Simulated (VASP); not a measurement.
# Au (P6_3/mmc) in VASP: notebook

The runs below take Au through single point, with LDA.

Program: VASP 6.6.1. These are calculated values, not measurements. Logs are shortened: lines on timing, memory, paths and dates and some standing lists are left out, and cuts for length are marked.

## Step 1: The cell of the first run

Symmetry: P6_3/mmc, No. 194, hexagonal system. The conventional cell has a = 2.848 Å, b = 2.848 Å, c = 4.792 Å, α = 90.00°, β = 90.00°, γ = 120.00°. Au (site symmetry -6m2) has 12 Au at 2.85 to 2.91 Å within 3.8 Å.

## Step 2: Single point, LDA

INCAR

```
SYSTEM = Au
ALGO = Normal
EDIFF = 1E-7
ENCUT = 520
GGA = CA
ISIF = 2
ISMEAR = -1
LASPH = .True.
LCHARG = .True.
LELF = .True.
LREAL = .False.
LVHAR = .True.
LWAVE = .False.
NBANDS = 18
NELM = 60
PREC = Accurate
SIGMA = 0.05
```

KPOINTS

```
k-points
0
Gamma
  15 15 8
  0 0 0
```

POSCAR

```
Au
1.0
    2.8482614810      0.0000000000      0.0000000000
   -1.4241307405      2.4666667992      0.0000000000
    0.0000000000      0.0000000000      4.7916225155
Au
2
Direct
    0.3333333333      0.6666666667      0.2500000000
    0.6666666667      0.3333333333      0.7500000000
```

Potentials or basis: VASP PAW LDA potentials, release 64 (Au).

The run is started by

```sh
$ cat potpaw_LDA.64/Au/POTCAR > POTCAR
$ mpirun -np 1 vasp_std > vasp.out
```

OUTCAR:

```text
SYSTEM = Au
   EDIFF = 1E-7
   ENCUT = 520
   GGA = CA
   ISIF = 2
   ISMEAR = -1
   LASPH = .True.
   LREAL = .False.
   NELM = 60
   PREC = Accurate

 ion  position               nearest neighbor table
   1  0.333  0.667  0.250-   2 2.91   2 2.91   2 2.91   2 2.91   2 2.91   2 2.91
   2  0.667  0.333  0.750-   1 2.91   1 2.91   1 2.91   1 2.91   1 2.91   1 2.91

  LATTYP: Found a hexagonal cell.
 ALAT       =     2.8482614810
 C/A-ratio  =     1.6822972706

  Lattice vectors:

 A1 = (   2.8482614810,   0.0000000000,   0.0000000000)
 A2 = (  -1.4241307405,   2.4666667992,   0.0000000000)
 A3 = (   0.0000000000,   0.0000000000,   4.7916225155)

Analysis of symmetry for initial positions (statically):
=====================================================================
 Subroutine PRICEL returns:
 Original cell was already a primitive cell.

 Routine SETGRP: Setting up the symmetry group for a
 hexagonal supercell.

 Subroutine GETGRP returns: Found 24 space group operations
 (whereof 12 operations were pure point group operations)
 out of a pool of 24 trial point group operations.

The static configuration has the point symmetry D_3d.
 The point group associated with its full space group is D_6h.

Analysis of symmetry for dynamics (positions and initial velocities):
=====================================================================
 Subroutine PRICEL returns:
 Original cell was already a primitive cell.

 Routine SETGRP: Setting up the symmetry group for a
 hexagonal supercell.

 Subroutine GETGRP returns: Found 24 space group operations
 (whereof 12 operations were pure point group operations)
 out of a pool of 24 trial point group operations.

The dynamic configuration has the point symmetry D_3d.
 The point group associated with its full space group is D_6h.

 Subroutine INISYM returns: Found 24 space group operations
 (whereof 12 operations are pure point group operations),
 and found     1 'primitive' translations

----------------------------------------------------------------------------------------

                                     Primitive cell

  volume of cell :      33.6646

  direct lattice vectors                    reciprocal lattice vectors
     2.848261481  0.000000000  0.000000000     0.351091361  0.202702692  0.000000000
    -1.424130741  2.466666799  0.000000000     0.000000000  0.405405384  0.000000000
     0.000000000  0.000000000  4.791622516     0.000000000  0.000000000  0.208697575

  length of vectors
     2.848261481  2.848261481  4.791622516     0.405405384  0.405405384  0.208697575

  position of ions in fractional coordinates (direct lattice)
     0.333333333  0.666666667  0.250000000
     0.666666667  0.333333333  0.750000000

  ion indices of the primitive-cell ions
   primitive index   ion index
                 1           1
                 2           2

----------------------------------------------------------------------------------------

 KPOINTS: k-points

Automatic generation of k-mesh.
 Grid dimensions read from file:
 generate k-points for:   15   15    8

 Generating k-lattice:

  Cartesian coordinates                     Fractional coordinates (reciprocal lattice)
     0.023406091  0.013513513  0.000000000     0.066666667  0.000000000  0.000000000
     0.000000000  0.027027026  0.000000000     0.000000000  0.066666667  0.000000000
     0.000000000  0.000000000  0.026087197     0.000000000  0.000000000  0.125000000

  Length of vectors
     0.027027026  0.027027026  0.026087197

  Shift w.r.t. Gamma in fractional coordinates (k-lattice)
     0.000000000  0.000000000  0.000000000

 Subroutine IBZKPT returns following result:
 ===========================================

 Found    135 irreducible k-points:

 Following reciprocal coordinates:
            Coordinates               Weight
  0.000000  0.000000  0.000000      1.000000
  0.066667  0.000000  0.000000      6.000000
  0.133333  0.000000  0.000000      6.000000
  0.200000  0.000000  0.000000      6.000000
  0.266667  0.000000  0.000000      6.000000
  0.333333  0.000000  0.000000      6.000000
[... 16 lines left out ...]
  0.333333  0.200000  0.000000     12.000000
  0.400000  0.200000  0.000000      6.000000
 [... further k-points ...]
   k-points           NKPTS =    135   k-points in BZ     NKDIM =    135   number of bands    NBANDS=     18
   number of dos      NEDOS =    301   number of ions     NIONS =      2
   total plane-waves  NPLWV =  20736
   dimension x,y,z NGX =    24 NGY =   24 NGZ =   36
   dimension x,y,z NGXF=    48 NGYF=   48 NGZF=   72
   ions per type =               2
   NGX,Y,Z   is equivalent  to a cutoff of  14.01, 14.01, 12.49 a.u.
   NGXF,Y,Z  is equivalent  to a cutoff of  28.02, 28.02, 24.98 a.u.
 SYSTEM =  Au
   PREC   = accura    normal or accurate (medium, high low for compatibility)
   ISTART =      0    job   : 0-new  1-cont  2-samecut
   ICHARG =      2    charge: 1-file 2-atom 10-const
   ISPIN  =      1    spin polarized calculation?
   LNONCOLLINEAR =      F non collinear calculations
   LSORBIT =      F    spin-orbit coupling
   LASPH  =      T    aspherical Exc in radial PAW
   ENCUT  =  520.0 eV  38.22 Ry    6.18 a.u.   5.30  5.30  8.91*2*pi/ulx,y,z
   NELM   =     60;   NELMIN=  2; NELMDL= -5     # of ELM steps
   EDIFF  = 0.1E-06   stopping-criterion for ELM
   LREAL  =      F    real-space projection
   EDIFFG = 0.1E-05   stopping-criterion for IOM
   NSW    =      0    number of steps for IOM
   IBRION =     -1    ionic relax: 0-MD 1-quasi-New 2-CG
   NFREE  =      0    steps in history (QN), initial steepest desc. (CG)
   ISIF   =      2    stress and relaxation
   ISYM   =      2    0-nonsym 1-usesym 2-fastsym
   POTIM  = 0.5000    time-step for ionic-motion
   TEBEG  =    0.0;   TEEND  =   0.0 temperature during run
   PSTRESS=    0.0 pullay stress
   NELECT =      22.0000    total number of electrons
   NUPDOWN=      -1.0000    fix difference up-down
   EMIN   =  10.00;   EMAX   =-10.00  energy-range for DOS
   EFERMI =   0.00;   METHOD = LEGACY
   ISMEAR =    -1;   SIGMA  =   0.05  broadening in eV -4-tet -1-fermi 0-gaus
   EFERMI_NEDOS =   21; number of points for ismear=-14 and -15
   IALGO  =     38    algorithm
   IMIX   =      4    mixing-type and parameters
     AMIX     =   0.40;   BMIX     =  1.00
     AMIX_MAG =   1.60;   BMIX_MAG =  1.00
  volume/ion in A,a.u.               =      16.83       113.59
  Fermi-wavevector in a.u.,A,eV,Ry     =   1.420664  2.684666 27.460455  2.018287
  Thomas-Fermi vector in A             =   2.541556
   LORBIT       =      0    0 simple, 1 ext, 2 COOP (PROOUT), +10 PAW based schemes
   GGA     = CA    functional components
   LHFCALC =     F    Hartree Fock is set to
   AEXX    =    0.0000 exact exchange contribution
   IVDW    =     0    specifies the selected vdW correction
   LEPSILON=     F    determine dielectric tensor
   LRPA    =     F    only Hartree local field effects (RPA)
 non-spin polarized calculation
  energy-cutoff  :      520.00
  volume of cell :       33.66
 maximum number of plane-waves:       920
 NGX is ok and might be reduce to    24

 number of electron      22.0000001 magnetization

 Free energy of the ion-electron system (eV)
  ---------------------------------------------------
  ext. energy  EPLUGINS =         0.00000000
  ---------------------------------------------------
  free energy    TOTEN  =        -8.88362745 eV

  energy without entropy =       -8.87920515  energy(sigma->0) =       -8.88141630

 E-fermi :   9.4936     XC(G=0): -13.0539

 val. band max:        9.3888521786   @ k =   0.2000   0.0667   0.2500
 cond. band min:       9.5178393958   @ k =   0.4000   0.0667   0.5000
 fundamental gap:      0.1289872173
 Fermi energy:         9.4935956565

 k-point     1 :       0.0000    0.0000    0.0000
  band No.  band energies     occupation
      1      -0.5523      2.00000
      2       1.9291      2.00000
      3       4.5220      2.00000
      4       4.8228      2.00000
      5       4.8228      2.00000
      6       5.1426      2.00000
[... 10 lines left out ...]
     17      28.0659      0.00000
     18      28.0659      0.00000

 k-point     2 :       0.0667    0.0000    0.0000
  band No.  band energies     occupation
      1      -0.4088      2.00000
      2       2.0496      2.00000
      3       4.4741      2.00000
      4       4.8595      2.00000
      5       4.9204      2.00000
      6       5.0899      2.00000
[... 10 lines left out ...]
     17      27.3063      0.00000
     18      27.4231      0.00000

 k-point     3 :       0.1333    0.0000    0.0000
  band No.  band energies     occupation
      1       0.0078      2.00000
      2       2.3764      2.00000
      3       4.3262      2.00000
      4       4.8811      2.00000
      5       5.0940      2.00000
      6       5.2051      2.00000
[... 10 lines left out ...]
     17      25.8573      0.00000
     18      27.5934      0.00000

 k-point     4 :       0.2000    0.0000    0.0000
  band No.  band energies     occupation
      1       0.6478      2.00000
      2       2.7639      2.00000
      3       4.2117      2.00000
      4       4.6566      2.00000
      5       4.7139      2.00000
      6       5.4307      2.00000
[... 10 lines left out ...]
     17      26.1112      0.00000
     18      26.6892      0.00000

 k-point     5 :       0.2667    0.0000    0.0000
  band No.  band energies     occupation
      1       1.3960      2.00000
      2       2.9093      2.00000
      3       4.0350      2.00000
      4       4.3768      2.00000
      5       4.6422      2.00000
      6       5.2531      2.00000
[... 10 lines left out ...]
     17      25.2997      0.00000
     18      26.4218      0.00000

 k-point     6 :       0.3333    0.0000    0.0000
  band No.  band energies     occupation
      1       2.0337      2.00000
      2       2.7833      2.00000
      3       3.5482      2.00000
      4       4.6369      2.00000
      5       4.9603      2.00000
      6       5.0708      2.00000
[... 10 lines left out ...]
     17      23.2891      0.00000
     18      25.5586      0.00000

 k-point     7 :       0.4000    0.0000    0.0000
  band No.  band energies     occupation
      1       2.3666      2.00000
      2       2.6165      2.00000
      3       3.2169      2.00000
      4       4.9377      2.00000
      5       4.9800      2.00000
      6       5.0973      2.00000
[... 10 lines left out ...]
     17      22.1822      0.00000
     18      24.8012      0.00000

 k-point     8 :       0.4667    0.0000    0.0000
  band No.  band energies     occupation
      1       2.4606      2.00000
      2       2.5218      2.00000
      3       3.0496      2.00000
      4       4.8676      2.00000
      5       5.0138      2.00000
      6       5.2538      2.00000
[... 10 lines left out ...]
     17      21.3876      0.00000
     18      24.3985      0.00000
[... 229 lines left out ...]
     17      22.4457      0.00000
     18      24.2922      0.00000

 k-point    20 :       0.4000    0.1333    0.0000
  band No.  band energies     occupation
      1       2.8417      2.00000
      2       2.8762      2.00000
      3       3.1076      2.00000
      4       4.7269      2.00000
      5       4.9855      2.00000
      6       5.1461      2.00000
[... 10 lines left out ...]
     17      21.5815      0.00000
     18      23.9363      0.00000

 k-point    21 :       0.2000    0.2000    0.0000
  band No.  band energies     occupation
      1       2.4846      2.00000
      2       3.5768      2.00000
      3       3.6165      2.00000
      4       3.7264      2.00000
      5       4.6735      2.00000
      6       4.8768      2.00000
[... 10 lines left out ...]
     17      24.1002      0.00000
     18      24.9499      0.00000

 k-point    22 :       0.2667    0.2000    0.0000
  band No.  band energies     occupation
      1       3.0095      2.00000
      2       3.3595      2.00000
      3       3.4341      2.00000
      4       4.0790      2.00000
      5       4.5843      2.00000
      6       5.1431      2.00000
[... 10 lines left out ...]
     17      23.1933      0.00000
     18      23.9168      0.00000

 k-point    23 :       0.3333    0.2000    0.0000
  band No.  band energies     occupation
      1       3.1952      2.00000
      2       3.1966      2.00000
      3       3.2891      2.00000
      4       4.5778      2.00000
      5       4.5985      2.00000
      6       5.0095      2.00000
[... 10 lines left out ...]
     17      22.0897      0.00000
     18      23.4379      0.00000

 k-point    24 :       0.4000    0.2000    0.0000
  band No.  band energies     occupation
      1       3.1409      2.00000
      2       3.2204      2.00000
      3       3.2460      2.00000
      4       4.6468      2.00000
      5       4.8021      2.00000
      6       4.8867      2.00000
[... 10 lines left out ...]
     17      21.4688      0.00000
     18      23.1632      0.00000

 [... further k-points ...]

------------------------ aborting loop because EDIFF is reached ----------------------------------------

  FORCE on cell =-STRESS in cart. coord.  units (eV):
  Direction    XX          YY          ZZ          XY          YZ          ZX
  --------------------------------------------------------------------------------------
  -------------------------------------------------------------------------------------
  Total       -0.4396772     -0.4396772     -0.4674347      0.0000000     -0.0000000      0.0000000
  in kB      -20.9252970    -20.9252970    -22.2463403      0.0000000     -0.0000000      0.0000000
  external PRESSURE =     -21.3656448 kB  Pullay stress =       0.0000000 kB

 VOLUME and BASIS-vectors are now :
 -----------------------------------------------------------------------------
  energy-cutoff  :      520.00
  volume of cell :       33.66
      direct lattice vectors                 reciprocal lattice vectors
     2.848261481  0.000000000  0.000000000     0.351091361  0.202702692  0.000000000
    -1.424130741  2.466666799  0.000000000     0.000000000  0.405405384  0.000000000
     0.000000000  0.000000000  4.791622516     0.000000000  0.000000000  0.208697575

 POSITION                                       TOTAL-FORCE (eV/Angst)
 -----------------------------------------------------------------------------------
     -0.00000      1.64444      1.19791         0.000000     -0.000000      0.000000
      1.42413      0.82222      3.59372        -0.000000      0.000000      0.000000
 -----------------------------------------------------------------------------------
    total drift:                               -0.000000      0.000000     -0.000000

  FREE ENERGIE OF THE ION-ELECTRON SYSTEM (eV)
  ---------------------------------------------------
  free  energy   TOTEN  =        -8.8836274490 eV

  energy  without entropy=       -8.8792051457  energy(sigma->0) =       -8.88141630
```

Wall time 20 s (1 thread of Intel Xeon 6975P-C (Granite Rapids), shared host); peak memory 0.18 GiB.

Results:

```
Free energy            : -8.8836 eV
Pressure               : -2.1 GPa
Band gap on the k mesh : zero (band 11 reaches 13.83 eV, above the bottom of band 12 at 6.81 eV)
```

Levels at points of the mesh, in eV from the Fermi level:
| k point | band 7 | band 8 | band 9 | band 10 | band 11 | band 12 | band 13 | band 14 | band 15 | band 16 |
| --- | --- | --- | --- | --- | --- | --- | --- | --- | --- | --- |
| (0.00, 0.00, 0.00) | -4.35 | -3.61 | -3.61 | -2.21 | -2.21 | -1.27 | 2.70 | 14.56 | 15.63 | 16.74 |
| (0.00, 0.00, 0.50) | -4.71 | -4.71 | -2.68 | -2.68 | -2.68 | -2.68 | 10.65 | 10.65 | 14.85 | 14.85 |

Caveat: spin-orbit coupling is left out, which moves the levels of the heavy elements.

## Step 3: Single point, LDA

INCAR

```
PREC = Accurate ; ENCUT = 520
EDIFF = 1E-6 ; ISMEAR = -1
SIGMA = 0.05 ; LREAL = False
LASPH = True ; NELM = 80
ALGO = Normal ; ISIF = 2
LWAVE = False ; LCHARG = True
GGA = CA ; LELF = True
LVHAR = True ; NBANDS = 18
```

KPOINTS

```
regular mesh
0
Gamma
  15 15 8
```

POSCAR is that of step 2.

Potentials or basis: VASP PAW LDA potentials, release 64 (Au).

The run is started by

```sh
$ cat potpaw_LDA.64/Au/POTCAR > POTCAR
$ mpirun -np 1 vasp_std > vasp.out
```

Run time: 19 s. Hardware: 1 thread of Intel Xeon 6975P-C (Granite Rapids), shared host; peak memory 0.18 GiB.

The run converged. Its results:

```yaml
Free_energy: -8.8836 eV
Pressure: -2.1 GPa
Band_gap_on_the_k_mesh: zero (band 11 reaches 13.83 eV, above the bottom of band 12 at 6.81 eV)
```

Stress tensor (GPa, compression positive):
```
-2.09  0.00  0.00
 0.00 -2.09  0.00
 0.00  0.00 -2.22
```

Levels at points of the mesh, in eV from the Fermi level:
| k point | band 7 | band 8 | band 9 | band 10 | band 11 | band 12 | band 13 | band 14 | band 15 | band 16 |
| --- | --- | --- | --- | --- | --- | --- | --- | --- | --- | --- |
| (0.00, 0.00, 0.00) | -4.35 | -3.61 | -3.61 | -2.21 | -2.21 | -1.27 | 2.70 | 14.56 | 15.63 | 16.74 |
| (0.00, 0.00, 0.50) | -4.71 | -4.71 | -2.68 | -2.68 | -2.68 | -2.68 | 10.65 | 10.65 | 14.85 | 14.85 |

Caveat: spin-orbit coupling is left out, which moves the levels of the heavy elements.

## Step 4: Single point, LDA

This run uses another cell than the first one: it holds 4 atoms, not 2.

INCAR

```
PREC     = Accurate       # precision mode
ENCUT    = 520            # plane-wave cutoff, eV
EDIFF    = 1E-6           # SCF threshold, eV
ISMEAR   = -1             # smearing method
SIGMA    = 0.05           # smearing width, eV
LREAL    = False          # projectors in reciprocal space
LASPH    = True           # aspherical terms in the spheres
NELM     = 80             # most SCF steps
ALGO     = Normal         # electronic algorithm
ISIF     = 2              # what is computed and relaxed
LWAVE    = False          # write WAVECAR
LCHARG   = False          # write CHGCAR
NBANDS   = 30             # bands
```

KPOINTS

```
regular mesh
0
Gamma
  12 12 4
```

POSCAR

```
Au
1.0
    2.8774699746      0.0000000000      0.0000000000
   -1.4387349873      2.4919620966      0.0000000000
    0.0000000000      0.0000000000      9.3895149813
Au
4
Direct
    0.0000000000      0.0000000000      0.0000000000
    0.0000000000      0.0000000000      0.5000000000
    0.3333333333      0.6666666667      0.2500000000
    0.6666666667      0.3333333333      0.7500000000
```

The run is started by

```sh
$ cat potpaw_LDA.64/Au/POTCAR > POTCAR
$ mpirun -np 1 vasp_std > vasp.out
```

Run time: 47 s. Hardware: 1 thread of Intel Xeon 6975P-C (Granite Rapids), shared host; peak memory 0.21 GiB.

It converged, with:

```
Free energy            : -17.7476 eV
Pressure               : -2.1 GPa
Band gap on the k mesh : zero (band 22 reaches 12.23 eV, above the bottom of band 23 at 7.17 eV)
```

Levels at points of the mesh, in eV from the Fermi level:
| k point | band 19 | band 20 | band 21 | band 22 | band 23 | band 24 | band 25 | band 26 |
| --- | --- | --- | --- | --- | --- | --- | --- | --- |
| (0.00, 0.00, 0.00) | -2.97 | -2.61 | -2.61 | -1.99 | -1.99 | -0.99 | 3.18 | 11.27 |
| (0.50, 0.00, 0.00) | -1.68 | -1.64 | -0.61 | 0.21 | 1.11 | 1.40 | 3.71 | 3.97 |
| (0.00, 0.00, 0.50) | -3.19 | -3.19 | -2.26 | -2.26 | -2.26 | -2.26 | 6.40 | 6.40 |
| (0.50, 0.00, 0.50) | -1.70 | -1.70 | 0.28 | 0.28 | 1.25 | 1.25 | 4.27 | 4.27 |

Caveat: spin-orbit coupling is left out, which moves the levels of the heavy elements.

## Step 5: Single point, LDA

This run uses another cell than the first one: it holds 4 atoms, not 2.

INCAR

```
PREC = Accurate
ENCUT = 520
EDIFF = 1E-7
ISMEAR = -1
SIGMA = 0.05
LREAL = F
LASPH = T
NELM = 80
ALGO = Normal
ISIF = 2
LWAVE = F
LCHARG = F
GGA = CA
NBANDS = 30
```

KPOINTS is that of step 4.

POSCAR is that of step 4.

The run is started by

```sh
$ cat potpaw_LDA.64/Au/POTCAR > POTCAR
$ mpirun -np 1 vasp_std > vasp.out
```

Wall time 52 s (1 thread of Intel Xeon 6975P-C (Granite Rapids), shared host); peak memory 0.21 GiB.

The run converged. Its results:

| Property | Result |
| --- | --- |
| Free energy | -17.7476 eV |
| Pressure | -2.1 GPa |
| Band gap on the k mesh | zero (band 22 reaches 12.23 eV, above the bottom of band 23 at 7.17 eV) |

Levels at points of the mesh, in eV from the Fermi level:
```tsv
k point	band 18	band 19	band 20	band 21	band 22	band 23	band 24	band 25	band 26	band 27
(0.00, 0.00, 0.00)	-2.97	-2.97	-2.61	-2.61	-1.99	-1.99	-0.99	3.18	11.27	11.43
(0.50, 0.00, 0.00)	-1.69	-1.68	-1.64	-0.61	0.21	1.11	1.40	3.71	3.97	6.26
(0.00, 0.00, 0.50)	-3.21	-3.19	-3.19	-2.26	-2.26	-2.26	-2.26	6.40	6.40	14.26
(0.50, 0.00, 0.50)	-1.87	-1.70	-1.70	0.28	0.28	1.25	1.25	4.27	4.27	5.67
```

Caveat: spin-orbit coupling is left out, which moves the levels of the heavy elements.
